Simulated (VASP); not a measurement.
# Na: relaxation of cell and atoms with PBE

Crystal: Na.

```
CELL_PARAMETERS angstrom
3.59330 0.00000 0.00000
-1.79665 3.11189 0.00000
0.00000 0.00000 3.35749
ATOMIC_POSITIONS crystal
Na 0.00000 0.00000 0.00000
```

This isn't the form of Na at room conditions, which is bcc.

```json
{"Program": "VASP 6.6.1", "Task": "relaxation of cell and atoms", "Functional": "PBE", "Potentials or basis": "VASP PAW PBE potentials, release 64 (Na_pv)", "Cutoff": "600 eV", "k mesh": "18 × 18 × 16", "Occupations": "gaussian, width 0.1 eV", "Spin": "no spin polarisation", "Dipole correction": "no", "Further INCAR settings": "ALGO = Fast; EDIFF = 1e-06; IBRION = 2; EDIFFG = -0.01; NSW = 100; ISIF = 3"}
```

```yaml
Relaxed_volume: 38.15 Å³/atom
Relaxed_cell: a = 3.611 Å, b = 3.611 Å, c = 3.378 Å, α = 90.00°, β = 90.00°, γ = 120.00°
Space_group_after_relaxing_to_0.1_Å: P6/mmm (No. 191)
Energy_gained_by_relaxing: 0.4 meV/atom
Ionic_steps: 6
Pressure_after_relaxing: 0.0 GPa
Band_gap_on_the_k_mesh: zero (an odd number of electrons rules out a gap without spin polarisation)
```

The path:
| step | energy change (eV) | largest force (eV/Å) | pressure (GPa) | volume (Å³) |
| --- | --- | --- | --- | --- |
| 1 | 0.0000 | 0.0000 | 0.18 | 37.54 |
| 2 | -0.0002 | 0.0000 | 0.04 | 37.77 |
| 3 | -0.0002 | 0.0000 | 0.11 | 37.79 |
| 4 | -0.0002 | 0.0000 | 0.07 | 37.84 |
| 5 | -0.0003 | 0.0000 | 0.05 | 37.94 |
| 6 | -0.0004 | 0.0000 | -0.02 | 38.15 |

Final structure:
```
CELL_PARAMETERS angstrom
3.61118 0.00000 0.00000
-1.80559 3.12737 0.00000
0.00000 0.00000 3.37778
ATOMIC_POSITIONS crystal
Na 0.00000 0.00000 0.00000
```

Levels at points of the mesh, in eV from the Fermi level:
```tsv
k point	band 2	band 3	band 4	band 5	band 6	band 7
(0.00, 0.00, 0.00)	-25.01	-25.01	-3.21	8.62	9.68	10.79
(0.50, 0.00, 0.00)	-25.02	-25.01	0.45	0.84	7.82	8.01
(0.00, 0.00, 0.50)	-25.01	-25.01	0.03	0.17	13.13	13.13
(0.50, 0.00, 0.50)	-25.04	-25.01	3.45	3.59	3.68	4.59
```

It took 3.2 min on 1 thread of Oxide Virtual Turin-like Processor, on a shared host, peak memory 0.2 GiB.
